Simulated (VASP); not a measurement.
# MgO (P-1) in VASP: single point with PBEsol

Aim: the single point of MgO with PBEsol.

Everything below comes from runs of VASP 6.6.1. Logs are shortened: lines on timing, memory, paths and dates and some standing lists are left out, and cuts for length are marked.

## Step 1: The cell of the first run

The typed cell holds 4 atoms: a = 3.495 Å, b = 3.495 Å, c = 4.195 Å, α = 90.00°, β = 90.00°, γ = 120.00°.

## Step 2: Single point, PBEsol (atoms displaced along a vibrational mode)

Input file INCAR:

```
SYSTEM = MgO
ALGO = Normal
EDIFF = 1E-7
ENCUT = 520
GGA = PS
ISIF = 2
ISMEAR = 0
LASPH = .True.
LCHARG = .False.
LREAL = .False.
LWAVE = .False.
NBANDS = 16
NELM = 60
PREC = Accurate
SIGMA = 0.05
```

Input file KPOINTS:

```
k-points
0
Gamma
  9 9 6
  0 0 0
```

Input file POSCAR:

```
MgO
1.0
    3.4947663863      0.0000000000      0.0000000000
   -1.7473831932      3.0265564708      0.0000000000
    0.0000000000      0.0000000000      4.1947132299
Mg O
2 2
Direct
    0.6596847980      0.3333333333      0.7227275755
    0.3403152020      0.6666666667      0.2772724245
    0.6718073379      0.3333333333      0.2471393389
    0.3281926621      0.6666666667      0.7528606611
```

Potentials or basis: VASP PAW PBE potentials, release 64 (Mg, O).

Launch:

```bash
cat potpaw_PBE.64/Mg/POTCAR potpaw_PBE.64/O/POTCAR > POTCAR
mpirun -np 1 vasp_std > vasp.out
```

OUTCAR:

```text
SYSTEM = MgO
   EDIFF = 1E-7
   ENCUT = 520
   GGA = PS
   ISIF = 2
   ISMEAR = 0
   LASPH = .True.
   LREAL = .False.
   NELM = 60
   PREC = Accurate

 ion  position               nearest neighbor table
   1  0.660  0.333  0.723-   3 2.00   4 2.02   4 2.02   4 2.03   3 2.20   2 2.72   2 2.75   2 2.78
                             2 3.05   2 3.08   2 3.11
   2  0.340  0.667  0.277-   4 2.00   3 2.02   3 2.02   3 2.03   4 2.20   1 2.72   1 2.75   1 2.78
                             1 3.05   1 3.08   1 3.11
   3  0.672  0.333  0.247-   1 2.00   2 2.02   2 2.02   2 2.03   1 2.20
   4  0.328  0.667  0.753-   2 2.00   1 2.02   1 2.02   1 2.03   2 2.20

  LATTYP: Found a hexagonal cell.
 ALAT       =     3.4947663863
 C/A-ratio  =     1.2002843012

  Lattice vectors:

 A1 = (   3.4947663863,   0.0000000000,   0.0000000000)
 A2 = (  -1.7473831932,   3.0265564708,   0.0000000000)
 A3 = (   0.0000000000,   0.0000000000,   4.1947132299)

Analysis of symmetry for initial positions (statically):
=====================================================================
 Subroutine PRICEL returns:
 Original cell was already a primitive cell.

 Routine SETGRP: Setting up the symmetry group for a
 hexagonal supercell.

 Subroutine GETGRP returns: Found  2 space group operations
 (whereof  2 operations were pure point group operations)
 out of a pool of 24 trial point group operations.

The static configuration has the point symmetry S_2 .

Analysis of symmetry for dynamics (positions and initial velocities):
=====================================================================
 Subroutine PRICEL returns:
 Original cell was already a primitive cell.

 Routine SETGRP: Setting up the symmetry group for a
 hexagonal supercell.

 Subroutine GETGRP returns: Found  2 space group operations
 (whereof  2 operations were pure point group operations)
 out of a pool of 24 trial point group operations.

The dynamic configuration has the point symmetry S_2 .

 Subroutine INISYM returns: Found  2 space group operations
 (whereof  2 operations are pure point group operations),
 and found     1 'primitive' translations

----------------------------------------------------------------------------------------

                                     Primitive cell

  volume of cell :      44.3679

  direct lattice vectors                    reciprocal lattice vectors
     3.494766386  0.000000000  0.000000000     0.286142159  0.165204253  0.000000000
    -1.747383193  3.026556471  0.000000000     0.000000000  0.330408505  0.000000000
     0.000000000  0.000000000  4.194713230     0.000000000  0.000000000  0.238395319

  length of vectors
     3.494766386  3.494766386  4.194713230     0.330408505  0.330408505  0.238395319

  position of ions in fractional coordinates (direct lattice)
     0.659684798  0.333333333  0.722727576
     0.340315202  0.666666667  0.277272424
     0.671807338  0.333333333  0.247139339
     0.328192662  0.666666667  0.752860661

  ion indices of the primitive-cell ions
   primitive index   ion index
                 1           1
                 2           2
                 3           3
                 4           4

----------------------------------------------------------------------------------------

 KPOINTS: k-points

Automatic generation of k-mesh.
 Grid dimensions read from file:
 generate k-points for:    9    9    6

 Generating k-lattice:

  Cartesian coordinates                     Fractional coordinates (reciprocal lattice)
     0.031793573  0.018356028  0.000000000     0.111111111  0.000000000  0.000000000
     0.000000000  0.036712056  0.000000000     0.000000000  0.111111111  0.000000000
     0.000000000  0.000000000  0.039732553     0.000000000  0.000000000  0.166666667

  Length of vectors
     0.036712056  0.036712056  0.039732553

  Shift w.r.t. Gamma in fractional coordinates (k-lattice)
     0.000000000  0.000000000  0.000000000

 Subroutine IBZKPT returns following result:
 ===========================================

 Found    244 irreducible k-points:

 Following reciprocal coordinates:
            Coordinates               Weight
  0.000000  0.000000  0.000000      1.000000
  0.111111  0.000000  0.000000      2.000000
  0.000000  0.111111  0.000000      2.000000
 -0.111111  0.111111  0.000000      2.000000
  0.222222  0.000000  0.000000      2.000000
  0.000000  0.222222  0.000000      2.000000
[... 16 lines left out ...]
  0.333333  0.111111  0.000000      2.000000
 -0.111111  0.444444  0.000000      2.000000
 [... further k-points ...]
   k-points           NKPTS =    244   k-points in BZ     NKDIM =    244   number of bands    NBANDS=     16
   number of dos      NEDOS =    301   number of ions     NIONS =      4
   total plane-waves  NPLWV =  25088
   dimension x,y,z NGX =    28 NGY =   28 NGZ =   32
   dimension x,y,z NGXF=    56 NGYF=   56 NGZF=   64
   ions per type =               2   2
   NGX,Y,Z   is equivalent  to a cutoff of  13.32, 13.32, 12.68 a.u.
   NGXF,Y,Z  is equivalent  to a cutoff of  26.64, 26.64, 25.36 a.u.
 SYSTEM =  MgO
   PREC   = accura    normal or accurate (medium, high low for compatibility)
   ISTART =      0    job   : 0-new  1-cont  2-samecut
   ICHARG =      2    charge: 1-file 2-atom 10-const
   ISPIN  =      1    spin polarized calculation?
   LNONCOLLINEAR =      F non collinear calculations
   LSORBIT =      F    spin-orbit coupling
   LASPH  =      T    aspherical Exc in radial PAW
   ENCUT  =  520.0 eV  38.22 Ry    6.18 a.u.   6.50  6.50  7.80*2*pi/ulx,y,z
   NELM   =     60;   NELMIN=  2; NELMDL= -5     # of ELM steps
   EDIFF  = 0.1E-06   stopping-criterion for ELM
   LREAL  =      F    real-space projection
   EDIFFG = 0.1E-05   stopping-criterion for IOM
   NSW    =      0    number of steps for IOM
   IBRION =     -1    ionic relax: 0-MD 1-quasi-New 2-CG
   NFREE  =      0    steps in history (QN), initial steepest desc. (CG)
   ISIF   =      2    stress and relaxation
   ISYM   =      2    0-nonsym 1-usesym 2-fastsym
   POTIM  = 0.5000    time-step for ionic-motion
   TEBEG  =    0.0;   TEEND  =   0.0 temperature during run
   PSTRESS=    0.0 pullay stress
   NELECT =      16.0000    total number of electrons
   NUPDOWN=      -1.0000    fix difference up-down
   EMIN   =  10.00;   EMAX   =-10.00  energy-range for DOS
   EFERMI =   0.00;   METHOD = LEGACY
   ISMEAR =     0;   SIGMA  =   0.05  broadening in eV -4-tet -1-fermi 0-gaus
   EFERMI_NEDOS =   21; number of points for ismear=-14 and -15
   IALGO  =     38    algorithm
   IMIX   =      4    mixing-type and parameters
     AMIX     =   0.40;   BMIX     =  1.00
     AMIX_MAG =   1.60;   BMIX_MAG =  1.00
  volume/ion in A,a.u.               =      11.09        74.85
  Fermi-wavevector in a.u.,A,eV,Ry     =   1.165266  2.202034 18.474602  1.357845
  Thomas-Fermi vector in A             =   2.301794
   LORBIT       =      0    0 simple, 1 ext, 2 COOP (PROOUT), +10 PAW based schemes
   GGA     = PS    functional components
   LHFCALC =     F    Hartree Fock is set to
   AEXX    =    0.0000 exact exchange contribution
   IVDW    =     0    specifies the selected vdW correction
   LEPSILON=     F    determine dielectric tensor
   LRPA    =     F    only Hartree local field effects (RPA)
 non-spin polarized calculation
 Gauss-broadening in eV      SIGMA  =   0.05
  energy-cutoff  :      520.00
  volume of cell :       44.37
 maximum number of plane-waves:      1228
 NGX is ok and might be reduce to    28
   NGX = 13   NGY = 13   NGZ = 15

 number of electron      15.9999999 magnetization

 Free energy of the ion-electron system (eV)
  ---------------------------------------------------
  ext. energy  EPLUGINS =         0.00000000
  ---------------------------------------------------
  free energy    TOTEN  =       -24.55466609 eV

  energy without entropy =      -24.55466609  energy(sigma->0) =      -24.55466609

 E-fermi :   2.1116     XC(G=0): -10.2681

 val. band max:        1.8125150772   @ k =   0.0000   0.0000   0.0000
 cond. band min:       5.0583877341   @ k =   0.0000   0.0000   0.0000
 fundamental gap:      3.2458726569
 Fermi energy:         2.1116345256

 k-point     1 :       0.0000    0.0000    0.0000
  band No.  band energies     occupation
      1     -15.0226      2.00000
      2     -13.6221      2.00000
      3      -1.8238      2.00000
      4       0.0675      2.00000
      5       0.0964      2.00000
      6       0.9655      2.00000
[... 8 lines left out ...]
     15      17.0934      0.00000
     16      17.4387      0.00000

 k-point     2 :       0.1111    0.0000    0.0000
  band No.  band energies     occupation
      1     -14.9611      2.00000
      2     -13.6334      2.00000
      3      -1.7261      2.00000
      4      -0.1221      2.00000
      5      -0.0069      2.00000
      6       0.7242      2.00000
[... 8 lines left out ...]
     15      16.6150      0.00000
     16      16.9921      0.00000

 k-point     3 :       0.0000    0.1111    0.0000
  band No.  band energies     occupation
      1     -14.9616      2.00000
      2     -13.6325      2.00000
      3      -1.7270      2.00000
      4      -0.1190      2.00000
      5      -0.0132      2.00000
      6       0.6949      2.00000
[... 8 lines left out ...]
     15      16.6783      0.00000
     16      16.9234      0.00000

 k-point     4 :      -0.1111    0.1111    0.0000
  band No.  band energies     occupation
      1     -14.9620      2.00000
      2     -13.6317      2.00000
      3      -1.7281      2.00000
      4      -0.1137      2.00000
      5      -0.0230      2.00000
      6       0.6702      2.00000
[... 8 lines left out ...]
     15      16.6502      0.00000
     16      16.9009      0.00000
[... 324 lines left out ...]
 k-point    22 :       0.3333   -0.1111    0.0000
  band No.  band energies     occupation
      1     -14.6439      2.00000
      2     -13.7199      2.00000
      3      -1.1908      2.00000
      4      -1.0563      2.00000
      5      -0.5071      2.00000
      6       0.2076      2.00000
[... 8 lines left out ...]
     15      15.9974      0.00000
     16      16.1013      0.00000

 k-point    23 :       0.3333    0.1111    0.0000
  band No.  band energies     occupation
      1     -14.4077      2.00000
      2     -13.8322      2.00000
      3      -1.5611      2.00000
      4      -0.7320      2.00000
      5      -0.5630      2.00000
      6      -0.0569      2.00000
[... 8 lines left out ...]
     15      16.0097      0.00000
     16      16.4282      0.00000

 k-point    24 :      -0.1111    0.4444    0.0000
  band No.  band energies     occupation
      1     -14.4202      2.00000
      2     -13.8158      2.00000
      3      -1.6002      2.00000
      4      -0.7596      2.00000
      5      -0.5624      2.00000
      6      -0.0410      2.00000
[... 8 lines left out ...]
     15      16.2524      0.00000
     16      16.4193      0.00000

 [... further k-points ...]
[... 5 lines left out ...]
  --------------------------------------------------------------------------------------
  -------------------------------------------------------------------------------------
  Total        0.0240862      0.0361591      0.7289704     -0.0769671     -0.0040897      0.0718513
  in kB        0.8697794      1.3057479     26.3239645     -2.7793696     -0.1476843      2.5946328
  external PRESSURE =       9.4998306 kB  Pullay stress =       0.0000000 kB

 VOLUME and BASIS-vectors are now :
 -----------------------------------------------------------------------------
  energy-cutoff  :      520.00
  volume of cell :       44.37
      direct lattice vectors                 reciprocal lattice vectors
     3.494766386  0.000000000  0.000000000     0.286142159  0.165204253  0.000000000
    -1.747383193  3.026556471  0.000000000     0.000000000  0.330408505  0.000000000
     0.000000000  0.000000000  4.194713230     0.000000000  0.000000000  0.238395319

 POSITION                                       TOTAL-FORCE (eV/Angst)
 -----------------------------------------------------------------------------------
      1.72298      1.00885      3.03163         0.189963     -0.006010      1.749529
      0.02440      2.01770      1.16308        -0.189963      0.006010     -1.749529
      1.76535      1.00885      1.03668        -0.086141     -0.001279      0.082049
     -0.01797      2.01770      3.15803         0.086141      0.001279     -0.082049
 -----------------------------------------------------------------------------------
    total drift:                               -0.000000      0.000000     -0.000000

  FREE ENERGIE OF THE ION-ELECTRON SYSTEM (eV)
  ---------------------------------------------------
  free  energy   TOTEN  =       -24.5546660888 eV

  energy  without entropy=      -24.5546660888  energy(sigma->0) =      -24.55466609
```

It took 2.7 min on 1 thread of AMD EPYC 7R13, shared host; peak memory 0.26 GiB.

What came out:

- Free energy: -24.5547 eV
- Pressure: 0.9 GPa
- Largest force: 1.760 eV/Å
- Band gap on the k mesh: 3.25 eV

Forces in eV/Å, atoms in the order of the input:
```
Mg   0.190 -0.006  1.750
Mg  -0.190  0.006 -1.750
O   -0.086 -0.001  0.082
O    0.086  0.001 -0.082
```

Levels at points of the mesh, in eV from the valence-band top:
```
           k point  band 5  band 6  band 7  band 8  band 9  band 10  band 11  band 12
(0.00, 0.00, 0.00)   -1.72   -0.85   -0.76    0.00    3.25     9.29    12.00    12.21
(0.00, 0.00, 0.50)   -1.30   -1.29   -1.29   -1.26    5.97     6.60    12.47    12.48
```

Caveat: the cell differs from its parent crystal (atoms displaced along a vibrational mode); the PAW data sets were made with another functional, which shifts forces and pressure a little.
